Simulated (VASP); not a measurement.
# CrO2 (P-3m1) in VASP: notebook

Runs on CrO2. Level: PBE. Tasks: relaxation of cell and atoms, single point.

All numbers are computed with VASP 6.6.1; they aren't measurements. Logs are shortened: lines on timing, memory, paths and dates and some standing lists are left out, and cuts for length are marked.

**1. The cell of the first run**

Symmetry: P-3m1, No. 164, trigonal system. The conventional cell has a = 2.894 Å, b = 2.894 Å, c = 5.081 Å, α = 90.00°, β = 90.00°, γ = 120.00°. Within 2.5 Å of Cr (site symmetry -3m) lie 6 O at 1.92 Å. O (site symmetry 3m) has 3 Cr at 1.92 Å within 2.5 Å.

**2. Relaxation of cell and atoms, PBE, collinear spin, ferromagnetic start**

INCAR reads:

```
ALGO = Normal
EDIFF = 1E-7
EDIFFG = -0.01
ENCUT = 600
GGA = PE
GGA_COMPAT = False
IBRION = 2
ISIF = 3
ISMEAR = 0
ISPIN = 2
KPAR = 4
LASPH = True
LCHARG = False
LMAXMIX = 4
LORBIT = 11
LREAL = False
LWAVE = False
MAGMOM = 1.92 0 0
NELM = 200
NELMIN = 4
NSW = 100
PREC = Accurate
SIGMA = 0.1
```

KPOINTS reads:

```
k-points
0
Gamma
  18 18 8
```

POSCAR reads:

```
CrO2
1.0
    2.8944043023      0.0000000000      0.0000000000
   -1.4472021512      2.5066276546      0.0000000000
    0.0000000000      0.0000000000      5.0813120567
Cr O
1 2
Direct
    0.0000000000      0.0000000000      0.0000000000
    0.3333333333      0.6666666667      0.1862942552
    0.6666666667      0.3333333333      0.8137057448
```

Potentials or basis: VASP PAW PBE potentials, release 64 (Cr_pv, O).

On the command line:

```sh
$ cat potpaw_PBE.64/Cr_pv/POTCAR potpaw_PBE.64/O/POTCAR > POTCAR
$ mpirun -np 4 vasp_std > vasp.out
```

OUTCAR:

```text
EDIFF = 1E-7
   EDIFFG = -0.01
   ENCUT = 600
   GGA = PE
   IBRION = 2
   ISIF = 3
   ISMEAR = 0
   ISPIN = 2
   LASPH = True
   LORBIT = 11
   LREAL = False
   NELM = 200
   NELMIN = 4
   NSW = 100
   PREC = Accurate

 ion  position               nearest neighbor table
   1  0.000  0.000  0.000-   3 1.92   2 1.92   3 1.92   2 1.92   3 1.92   2 1.92
   2  0.333  0.667  0.186-   1 1.92   1 1.92   1 1.92
   3  0.667  0.333  0.814-   1 1.92   1 1.92   1 1.92

  LATTYP: Found a hexagonal cell.
 ALAT       =     2.8944043023
 C/A-ratio  =     1.7555640215

  Lattice vectors:

 A1 = (   2.8944043023,   0.0000000000,   0.0000000000)
 A2 = (  -1.4472021512,   2.5066276546,   0.0000000000)
 A3 = (   0.0000000000,   0.0000000000,   5.0813120567)

Analysis of symmetry for initial positions (statically):
=====================================================================
 Subroutine PRICEL returns:
 Original cell was already a primitive cell.

 Routine SETGRP: Setting up the symmetry group for a
 hexagonal supercell.

 Subroutine GETGRP returns: Found 12 space group operations
 (whereof 12 operations were pure point group operations)
 out of a pool of 24 trial point group operations.

The static configuration has the point symmetry D_3d.

Analysis of symmetry for dynamics (positions and initial velocities):
=====================================================================
 Subroutine PRICEL returns:
 Original cell was already a primitive cell.

 Routine SETGRP: Setting up the symmetry group for a
 hexagonal supercell.

 Subroutine GETGRP returns: Found 12 space group operations
 (whereof 12 operations were pure point group operations)
 out of a pool of 24 trial point group operations.

The dynamic configuration has the point symmetry D_3d.

Analysis of structural, dynamic, and magnetic symmetry:
=====================================================================
 Subroutine PRICEL returns:
 Original cell was already a primitive cell.

 Routine SETGRP: Setting up the symmetry group for a
 hexagonal supercell.

 Subroutine GETGRP returns: Found 12 space group operations
 (whereof 12 operations were pure point group operations)
 out of a pool of 24 trial point group operations.

The overall configuration has the point symmetry D_3d.

 Subroutine INISYM returns: Found 12 space group operations
 (whereof 12 operations are pure point group operations),
 and found     1 'primitive' translations

----------------------------------------------------------------------------------------

                                     Primitive cell

  volume of cell :      36.8659

  direct lattice vectors                    reciprocal lattice vectors
     2.894404302  0.000000000  0.000000000     0.345494235  0.199471190  0.000000000
    -1.447202151  2.506627655  0.000000000     0.000000000  0.398942379  0.000000000
     0.000000000  0.000000000  5.081312057     0.000000000  0.000000000  0.196799565

  length of vectors
     2.894404302  2.894404302  5.081312057     0.398942379  0.398942379  0.196799565

  position of ions in fractional coordinates (direct lattice)
     0.000000000  0.000000000  0.000000000
     0.333333333  0.666666667  0.186294255
     0.666666667  0.333333333  0.813705745

  ion indices of the primitive-cell ions
   primitive index   ion index
                 1           1
                 2           2
                 3           3

----------------------------------------------------------------------------------------

 KPOINTS: k-points

Automatic generation of k-mesh.
 Grid dimensions read from file:
 generate k-points for:   18   18    8

 Generating k-lattice:

  Cartesian coordinates                     Fractional coordinates (reciprocal lattice)
     0.019194124  0.011081733  0.000000000     0.055555556  0.000000000  0.000000000
     0.000000000  0.022163466  0.000000000     0.000000000  0.055555556  0.000000000
     0.000000000  0.000000000  0.024599946     0.000000000  0.000000000  0.125000000

  Length of vectors
     0.022163466  0.022163466  0.024599946

  Shift w.r.t. Gamma in fractional coordinates (k-lattice)
     0.000000000  0.000000000  0.000000000

 Subroutine IBZKPT returns following result:
 ===========================================

 Found    266 irreducible k-points:

 Following reciprocal coordinates:
            Coordinates               Weight
  0.000000  0.000000  0.000000      1.000000
  0.055556 -0.000000  0.000000      6.000000
  0.111111 -0.000000  0.000000      6.000000
  0.166667 -0.000000  0.000000      6.000000
  0.222222 -0.000000  0.000000      6.000000
  0.277778 -0.000000  0.000000      6.000000
[... 16 lines left out ...]
  0.333333  0.111111  0.000000     12.000000
  0.388889  0.111111  0.000000     12.000000
 [... further k-points ...]
   k-points           NKPTS =    266   k-points in BZ     NKDIM =    266   number of bands    NBANDS=     17
   number of dos      NEDOS =    301   number of ions     NIONS =      3
   total plane-waves  NPLWV =  24192
   dimension x,y,z NGX =    24 NGY =   24 NGZ =   42
   dimension x,y,z NGXF=    48 NGYF=   48 NGZF=   84
   ions per type =               1   2
   NGX,Y,Z   is equivalent  to a cutoff of  13.78, 13.78, 13.74 a.u.
   NGXF,Y,Z  is equivalent  to a cutoff of  27.57, 27.57, 27.48 a.u.
 SYSTEM =  unknown system
   PREC   = accura    normal or accurate (medium, high low for compatibility)
   ISTART =      0    job   : 0-new  1-cont  2-samecut
   ICHARG =      2    charge: 1-file 2-atom 10-const
   ISPIN  =      2    spin polarized calculation?
   LNONCOLLINEAR =      F non collinear calculations
   LSORBIT =      F    spin-orbit coupling
   LASPH  =      T    aspherical Exc in radial PAW
   ENCUT  =  600.0 eV  44.10 Ry    6.64 a.u.   5.78  5.78 10.15*2*pi/ulx,y,z
   NELM   =    200;   NELMIN=  4; NELMDL= -5     # of ELM steps
   EDIFF  = 0.1E-06   stopping-criterion for ELM
   LREAL  =      F    real-space projection
   EDIFFG = -.1E-01   stopping-criterion for IOM
   NSW    =    100    number of steps for IOM
   IBRION =      2    ionic relax: 0-MD 1-quasi-New 2-CG
   NFREE  =      1    steps in history (QN), initial steepest desc. (CG)
   ISIF   =      3    stress and relaxation
   ISYM   =      2    0-nonsym 1-usesym 2-fastsym
   POTIM  = 0.5000    time-step for ionic-motion
   TEBEG  =    0.0;   TEEND  =   0.0 temperature during run
   PSTRESS=    0.0 pullay stress
   NELECT =      24.0000    total number of electrons
   NUPDOWN=      -1.0000    fix difference up-down
   EMIN   =  10.00;   EMAX   =-10.00  energy-range for DOS
   EFERMI =   0.00;   METHOD = LEGACY
   ISMEAR =     0;   SIGMA  =   0.10  broadening in eV -4-tet -1-fermi 0-gaus
   EFERMI_NEDOS =   21; number of points for ismear=-14 and -15
   IALGO  =     38    algorithm
   IMIX   =      4    mixing-type and parameters
     AMIX     =   0.40;   BMIX     =  1.00
     AMIX_MAG =   1.60;   BMIX_MAG =  1.00
  volume/ion in A,a.u.               =      12.29        82.93
  Fermi-wavevector in a.u.,A,eV,Ry     =   1.418852  2.681241 27.390427  2.013140
  Thomas-Fermi vector in A             =   2.539934
   LORBIT       =     11    0 simple, 1 ext, 2 COOP (PROOUT), +10 PAW based schemes
   GGA     = PE    functional components
   LHFCALC =     F    Hartree Fock is set to
   AEXX    =    0.0000 exact exchange contribution
   IVDW    =     0    specifies the selected vdW correction
   LEPSILON=     F    determine dielectric tensor
   LRPA    =     F    only Hartree local field effects (RPA)
 conjugate gradient relaxation of ions
 spin polarized calculation
 Gauss-broadening in eV      SIGMA  =   0.10
  energy-cutoff  :      600.00
  volume of cell :       36.87
 maximum number of plane-waves:      1244
   NGX = 11   NGY = 11   NGZ = 21

--------------------------------------- Ionic step        1  -------------------------------------------

 number of electron      24.0000001 magnetization       2.0000059

 Free energy of the ion-electron system (eV)
  ---------------------------------------------------
  ext. energy  EPLUGINS =         0.00000000
  ---------------------------------------------------
  free energy    TOTEN  =       -24.70237199 eV

  energy without entropy =      -24.69317268  energy(sigma->0) =      -24.69777233

------------------------ aborting loop because EDIFF is reached ----------------------------------------

  FORCE on cell =-STRESS in cart. coord.  units (eV):
  Direction    XX          YY          ZZ          XY          YZ          ZX
  --------------------------------------------------------------------------------------
  -------------------------------------------------------------------------------------
  Total        0.1669443      0.1669443      0.1212459     -0.0000000     -0.0000000      0.0000000
  in kB        7.2553314      7.2553314      5.2692998     -0.0000000     -0.0000000      0.0000000
  external PRESSURE =       6.5933209 kB  Pullay stress =       0.0000000 kB
[... 96 lines left out ...]
  energy  without entropy=      -24.6934568530  energy(sigma->0) =      -24.69807844

--------------------------------------- Ionic step        4  -------------------------------------------

 number of electron      24.0000001 magnetization       2.0000002

 Free energy of the ion-electron system (eV)
  ---------------------------------------------------
  ext. energy  EPLUGINS =         0.00000000
  ---------------------------------------------------
  free energy    TOTEN  =       -24.70269985 eV

  energy without entropy =      -24.69345589  energy(sigma->0) =      -24.69807787

 E-fermi :   2.6074     XC(G=0):  -9.9735

 val. band max:        2.6066752370   @ k =   0.3333   0.2778   0.1250
 cond. band min:       2.6083418973   @ k =   0.3333   0.2778   0.0000
 fundamental gap:      0.0016666603
 Fermi energy:         2.6074388077

 spin component 1

 k-point     1 :       0.0000    0.0000    0.0000
  band No.  band energies     occupation
      1     -42.1426      1.00000
      2     -42.0457      1.00000
      3     -42.0457      1.00000
      4     -16.8734      1.00000
      5     -14.7749      1.00000
      6      -3.2894      1.00000
[... 9 lines left out ...]
     16       6.2721      0.00000
     17       7.4921      0.00000
[... 445 lines left out ...]
      3     -42.0991      1.00000
      4     -15.4657      1.00000
      5     -15.1758      1.00000
      6      -3.7991      1.00000
[... 9 lines left out ...]
     16       5.9006      0.00000
     17       7.4945      0.00000

 [... further k-points ...]

 spin component 2

 k-point     1 :       0.0000    0.0000    0.0000
  band No.  band energies     occupation
      1     -39.8878      1.00000
      2     -39.8559      1.00000
      3     -39.8559      1.00000
      4     -16.8931      1.00000
      5     -14.8508      1.00000
      6      -2.8558      1.00000
[... 9 lines left out ...]
     16       7.1692      0.00000
     17       9.2863      0.00000
[... 490 lines left out ...]
  FREE ENERGIE OF THE ION-ELECTRON SYSTEM (eV)
  ---------------------------------------------------
  free  energy   TOTEN  =       -24.7026998478 eV

  energy  without entropy=      -24.6934558949  energy(sigma->0) =      -24.69807787

 reached required accuracy - stopping structural energy minimisation

 total charge

# of ion       s       p       d       tot
------------------------------------------
    1        0.357   6.442   4.057  10.856
    2        1.577   3.421   0.000   4.998
    3        1.577   3.421   0.000   4.998
--------------------------------------------------
tot          3.510  13.285   4.057  20.852

 magnetization (x)

# of ion       s       p       d       tot
------------------------------------------
    1        0.028   0.020   2.030   2.078
    2       -0.000  -0.062   0.000  -0.062
    3       -0.000  -0.062   0.000  -0.062
--------------------------------------------------
tot          0.028  -0.105   2.030   1.953
```

Wall time 2.7 min (4 MPI ranks of AMD EPYC 9R45 (Zen 5), shared host); peak memory 0.4 GiB.

What came out:

| Item | Value |
| --- | --- |
| Free energy | -24.7027 eV |
| Relaxed volume | 12.32 Å³/atom |
| Relaxed cell | a = 2.897 Å, b = 2.897 Å, c = 5.085 Å, α = 90.00°, β = 90.00°, γ = 120.00° |
| Space group after relaxing (to 0.05 Å) | P-3m1 (No. 164) |
| Energy gained by relaxing | 0.1 meV/atom |
| Ionic steps | 4 |
| Pressure after relaxing | -0.1 GPa |
| Largest force after relaxing | 0.009 eV/Å |
| Band gap on the k mesh | zero (filled and empty bands overlap) |
| Net moment | 2.00 μB per cell |
| Site moments | Cr +2.08; O -0.06 μB |
| Valence electrons inside the program's atomic spheres | Cr 10.86; O 5.00 |

Forces on the atoms (eV/Å):
```
Cr   0.000  0.000  0.000
O    0.000  0.000  0.009
O    0.000  0.000 -0.009
```

Step by step:
| step | energy change (eV) | largest force (eV/Å) | pressure (GPa) | volume (Å³) |
| --- | --- | --- | --- | --- |
| 1 | 0.0000 | 0.0772 | 0.66 | 36.87 |
| 2 | 0.0005 | 0.0934 | -1.13 | 37.14 |
| 3 | -0.0003 | 0.0102 | -0.04 | 36.97 |
| 4 | -0.0003 | 0.0091 | -0.06 | 36.97 |

Final structure:
```xyz
3
Lattice="2.8975 0.0000 0.0000 -1.4487 2.5093 0.0000 0.0000 0.0000 5.0852" Properties=species:S:1:pos:R:3 pbc="T T T"
Cr    0.0000    0.0000    0.0000
O     0.0000    1.6729    0.9488
O     1.4487    0.8364    4.1364
```

Levels at points of the mesh, in eV from the Fermi level:
Spin up:
```csv
k point,band 9,band 10,band 11,band 12,band 13,band 14,band 15,band 16,band 17
"(0.00, 0.00, 0.00)",-1.64,-1.59,-1.59,-1.30,-1.30,0.65,3.66,3.66,4.88
"(0.50, 0.00, 0.00)",-3.77,-2.96,-2.34,-0.72,-0.59,-0.05,2.98,3.51,4.89
"(0.00, 0.00, 0.50)",-2.37,-1.61,-1.61,-1.30,-1.30,0.79,3.68,3.68,4.89
"(0.50, 0.00, 0.50)",-3.68,-2.93,-2.05,-0.75,-0.59,-0.09,2.97,3.48,4.89
```
Spin down:
| k point | band 7 | band 8 | band 9 | band 10 | band 11 | band 12 | band 13 | band 14 | band 15 | band 16 |
| --- | --- | --- | --- | --- | --- | --- | --- | --- | --- | --- |
| (0.00, 0.00, 0.00) | -5.18 | -5.18 | -1.75 | -1.68 | -1.68 | 1.09 | 1.09 | 2.58 | 4.56 | 4.56 |
| (0.50, 0.00, 0.00) | -4.45 | -4.36 | -3.32 | -2.98 | -2.41 | 1.29 | 1.95 | 2.11 | 4.00 | 4.46 |
| (0.00, 0.00, 0.50) | -5.17 | -5.03 | -2.47 | -1.69 | -1.69 | 1.09 | 1.09 | 2.65 | 4.58 | 4.58 |
| (0.50, 0.00, 0.50) | -4.61 | -4.38 | -3.25 | -2.95 | -2.12 | 1.27 | 1.95 | 2.10 | 3.99 | 4.44 |

Caveat: a cell with one magnetic atom can't hold antiferromagnetic order, which such compounds often take; semilocal functionals often make such compounds metallic where correlation or magnetic order opens a gap, which also shifts bond lengths.

**3. Single point, PBE, collinear spin, antiferromagnetic start**

This run uses another cell than the first one: it holds 6 atoms, not 3.

INCAR reads:

```
SYSTEM = CrO2
PREC = Accurate ; ENCUT = 600
EDIFF = 1E-6 ; ISMEAR = 0
SIGMA = 0.1 ; LREAL = .False.
LASPH = .True. ; NELM = 200
ALGO = Normal ; ISIF = 2
LWAVE = .False. ; LCHARG = .False.
ISPIN = 2 ; MAGMOM = 3 -3 0 0 0 0
LORBIT = 11 ; LMAXMIX = 4
GGA = PE ; NBANDS = 37
GGA_COMPAT = .False. ; KPAR = 4
```

KPOINTS reads:

```
Automatic mesh
0
Gamma
  18 18 4
  0 0 0
```

POSCAR reads:

```
CrO2
1.0
    2.9871314737      0.0000000000      0.0000000000
   -1.4935657369      2.5869317407      0.0000000000
    0.0000000000      0.0000000000     11.0312081806
Cr O
2 4
Direct
    1.0000000000      0.0000000000      1.0000000000
    1.0000000000      0.0000000000      0.5000000000
    0.3333333333      0.6666666667      0.0887134882
    0.6666666667      0.3333333333      0.4112865118
    0.3333333333      0.6666666667      0.5887134882
    0.6666666667      0.3333333333      0.9112865118
```

Potentials or basis: VASP PAW PBE potentials, release 64 (Cr_pv, O).

On the command line:

```sh
$ cat potpaw_PBE.64/Cr_pv/POTCAR potpaw_PBE.64/O/POTCAR > POTCAR
$ mpirun -np 4 vasp_std > vasp.out
```

Wall time 8.7 min (4 MPI ranks of Intel Xeon Platinum 8488C (Sapphire Rapids), shared host); peak memory 0.78 GiB.

It converged, with:

| Item | Value |
| --- | --- |
| Free energy | -49.1013 eV |
| Pressure | -12.6 GPa |
| Largest force | 1.140 eV/Å |
| Band gap on the k mesh | zero (filled and empty bands overlap) |
| Net moment | 0.00 μB per cell |
| Site moments | Cr +2.16, -2.16; O -0.10, +0.10 μB |
| Valence electrons inside the program's atomic spheres | Cr 10.63; O 4.95 |

Forces on the atoms (eV/Å):
```
Cr   0.000  0.000  0.000
Cr   0.000  0.000  0.000
O    0.000  0.000 -1.140
O    0.000  0.000  1.140
O    0.000  0.000 -1.140
O    0.000  0.000  1.140
```

Stress tensor (GPa, compression positive):
```
-14.56   0.00   0.00
  0.00 -14.56   0.00
  0.00   0.00  -8.80
```

Levels at points of the mesh, in eV from the Fermi level:
Spin up:
| k point | band 21 | band 22 | band 23 | band 24 | band 25 | band 26 | band 27 | band 28 |
| --- | --- | --- | --- | --- | --- | --- | --- | --- |
| (0.00, 0.00, 0.00) | -1.29 | -1.29 | -1.16 | -1.16 | 0.62 | 1.31 | 1.31 | 2.57 |
| (0.50, 0.00, 0.00) | -1.96 | -1.75 | -0.67 | -0.57 | -0.09 | 1.44 | 2.05 | 2.16 |
| (0.00, 0.00, 0.50) | -1.29 | -1.29 | -1.16 | -1.16 | 0.63 | 1.31 | 1.31 | 2.58 |
| (0.50, 0.00, 0.50) | -1.93 | -1.78 | -0.67 | -0.57 | -0.09 | 1.44 | 2.05 | 2.16 |
Spin down:
```tsv
k point	band 20	band 21	band 22	band 23	band 24	band 25	band 26	band 27	band 28	band 29
(0.00, 0.00, 0.00)	-1.40	-1.29	-1.29	-1.16	-1.16	0.62	1.31	1.31	2.57	3.34
(0.50, 0.00, 0.00)	-2.54	-1.96	-1.75	-0.67	-0.57	-0.09	1.44	2.05	2.16	2.64
(0.00, 0.00, 0.50)	-1.43	-1.29	-1.29	-1.16	-1.16	0.63	1.31	1.31	2.58	3.34
(0.50, 0.00, 0.50)	-2.54	-1.93	-1.78	-0.67	-0.57	-0.09	1.44	2.05	2.16	2.64
```

Caveat: semilocal functionals often make such compounds metallic where correlation or magnetic order opens a gap, which also shifts bond lengths; forces of over 1 eV/Å act on the atoms, so gaps and moduli don't describe the material at rest. With open d or f shells a metallic result of PBE can be an artefact of self-interaction; +U or a hybrid may open a gap.
